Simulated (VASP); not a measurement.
A run of VASP 6.6.1 is set up as follows.

Contents of INCAR:

```
  ALGO = Normal
  EDIFF = 1E-6
  ENCUT = 520
  GGA = PS
  ISIF = 2
  ISMEAR = 0
  LASPH = T
  LCHARG = T
  LELF = T
  LREAL = F
  LVHAR = T
  LWAVE = F
  NBANDS = 30
  NELM = 60
  PREC = Accurate
  SIGMA = 0.05
```

The input KPOINTS:

```
k-points
0
Gamma
  7 7 7
```

POSCAR

```
La3Hf
1.0
    5.0451320000      0.0000000000      0.0000000000
    0.0000000000      5.0451320000      0.0000000000
    0.0000000000      0.0000000000      5.0451320000
Hf La
1 3
Direct
    0.0000000000      0.0000000000      0.0000000000
    0.5000000000      0.5000000000      0.0000000000
    0.5000000000      0.0000000000      0.5000000000
    0.0000000000      0.5000000000      0.5000000000
```

Potentials or basis: VASP PAW PBE potentials, release 64 (Hf_pv, La).

Run with:

```sh
$ cat potpaw_PBE.64/Hf_pv/POTCAR potpaw_PBE.64/La/POTCAR > POTCAR
$ mpirun -np 1 vasp_std > vasp.out
```

Task: Estimate the pressure.

Result: -2.6 GPa.

Task: Predict the band gap on the k mesh.

Result: Zero (an odd number of electrons rules out a gap without spin polarisation).

Caveat: the PAW data sets were made with another functional, which shifts forces and pressure a little; spin-orbit coupling is left out, which moves the levels of the heavy elements.
